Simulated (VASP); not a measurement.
A run of VASP 6.6.1 is set up as follows.

Contents of INCAR:

```
PREC = Accurate
ENCUT = 520
EDIFF = 1E-7
ISMEAR = -1
SIGMA = 0.02
LREAL = F
LASPH = T
NELM = 60
ALGO = Normal
ISIF = 2
LWAVE = F
LCHARG = F
GGA = PS
NBANDS = 18
```

The input KPOINTS:

```
regular mesh
0
Gamma
  7 7 4
```

The input POSCAR:

```
HfO2
1.0
    3.2193833919      0.0000000000      0.0000000000
   -1.6096916959      2.7880678019      0.0000000000
    0.0000000000      0.0000000000      5.1351949963
Hf O
1 2
Direct
    0.0000000000      0.0000000000      0.0000000000
    0.3333333333      0.6666666667      0.1878881719
    0.6666666667      0.3333333333      0.8121118281
```

Potentials or basis: VASP PAW PBE potentials, release 64 (Hf_pv, O).

Command:

```bash
$ cat potpaw_PBE.64/Hf_pv/POTCAR potpaw_PBE.64/O/POTCAR > POTCAR
$ mpirun -np 1 vasp_std > vasp.out
```

Task: Estimate the largest force.

Result: 0.193 eV/Å.

Task: Estimate the pressure.

Result: -2.1 GPa.

Task: Predict the band gap on the k mesh.

Result: 4.76 eV, indirect (least direct gap 5.01 eV).

Stress tensor (GPa, compression positive):
```
-2.49  0.00  0.00
 0.00 -2.49  0.00
 0.00  0.00 -1.40
```

Caveat: the PAW data sets were made with another functional, which shifts forces and pressure a little; spin-orbit coupling is left out, which moves the levels of the heavy elements. A k mesh can miss the band edges.
